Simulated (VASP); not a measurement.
A run of VASP 6.6.1 is set up as follows.

Contents of INCAR:

```
SYSTEM = CdI2
GGA = CA ; LSORBIT = .True.
MAGMOM = 0 0 0 0 0 0 0 0 0 ; LORBIT = 11
LDIPOL = .True. ; IDIPOL = 3
DIPOL = 0.5 0.5 0.500 ; ISMEAR = 0
SIGMA = 0.03 ; LWAVE = .False.
LCHARG = .False. ; NBANDS = 72
PREC = Accurate ; LASPH = .True.
LREAL = .False. ; ALGO = Normal
EDIFF = 1E-7 ; NELM = 200
GGA_COMPAT = .False. ; ENCUT = 550
EFERMI = MIDGAP ; NELMDL = -8
KPAR = 8
```

Contents of KPOINTS:

```
Automatic mesh
0
Gamma
  13 13 1
  0 0 0
```

Contents of KPOINTS_OPT:

```
path GMKGALHA,LM,KH
32
line-mode
reciprocal
 0.0000000000  0.0000000000  0.0000000000  G
 0.5000000000  0.5000000000  0.0000000000  M

 0.5000000000  0.5000000000  0.0000000000  M
 0.3333333333  0.0000000000  0.0000000000  K

 0.3333333333  0.0000000000  0.0000000000  K
 0.0000000000  0.0000000000  0.0000000000  G

 0.0000000000  0.0000000000  0.0000000000  G
 0.0000000000  0.0000000000 -0.5000000000  A

 0.0000000000  0.0000000000 -0.5000000000  A
 0.5000000000  0.5000000000 -0.5000000000  L

 0.5000000000  0.5000000000 -0.5000000000  L
 0.3333333333  0.0000000000 -0.5000000000  H

 0.3333333333  0.0000000000 -0.5000000000  H
 0.0000000000  0.0000000000 -0.5000000000  A

 0.5000000000  0.5000000000 -0.5000000000  L
 0.5000000000  0.5000000000  0.0000000000  M

 0.3333333333  0.0000000000  0.0000000000  K
 0.3333333333  0.0000000000 -0.5000000000  H
```

File POSCAR:

```
CdI2
1.0
    4.2440000000      0.0000000000      0.0000000000
    6.3660000000      3.6754118137      0.0000000000
    0.0000000000      0.0000000000     19.4185256000
I Cd
2 1
Direct
    0.0000000000      1.0000000000      0.4119777250
    0.0000000002      0.3333333332      0.5880222750
    0.0000000001      0.6666666666      0.5000000000
```

Potentials or basis: VASP PAW LDA potentials, release 64 (I, Cd).

Run with:

```bash
$ cat potpaw_LDA.64/I/POTCAR potpaw_LDA.64/Cd/POTCAR > POTCAR
$ mpirun -np 8 vasp_ncl > vasp.out
```

Task: Estimate the largest force.

Result: 0.242 eV/Å.

Task: What does it give for the net moment?

Result: 0.00 μB per cell.

Forces on the atoms (eV/Å):
```
I    0.000  0.000  0.242
I    0.000  0.000 -0.242
Cd   0.000  0.000  0.000
```
